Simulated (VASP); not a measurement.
Here is a VASP 6.6.1 calculation.

The input INCAR:

```
ALGO = Normal
EDIFF = 1E-6
ENCUT = 520
GGA = PE
ISIF = 2
ISMEAR = 0
LASPH = T
LCHARG = T
LELF = T
LREAL = F
LVHAR = T
LWAVE = F
NBANDS = 17
NELM = 60
PREC = Accurate
SIGMA = 0.05
```

File KPOINTS:

```
k-points
0
Gamma
  10 10 6
```

Contents of POSCAR:

```
Sb2Pt
1.0
    3.9956915042      0.0000000000      0.0000000000
   -1.9978457521      3.4603703483      0.0000000000
    0.0000000000      0.0000000000      5.1796242487
Pt Sb
1 2
Direct
    0.0000000000      0.0000000000      0.0000000000
    0.3333333333      0.6666666667      0.2698554118
    0.6666666667      0.3333333333      0.7301445882
```

Potentials or basis: VASP PAW PBE potentials, release 64 (Pt, Sb).

Launch:

```bash
$ cat potpaw_PBE.64/Pt/POTCAR potpaw_PBE.64/Sb/POTCAR > POTCAR
$ mpirun -np 1 vasp_std > vasp.out
```

(1) What does it give for the largest force?

(2) Estimate the band gap on the k mesh.

(3) What does it give for the pressure?

Results:

(1) 0.020 eV/Å.

(2) zero (bands 10 and 11 overlap by 3.37 eV).

(3) 1.6 GPa.

Caveat: spin-orbit coupling is left out, which moves the levels of the heavy elements.
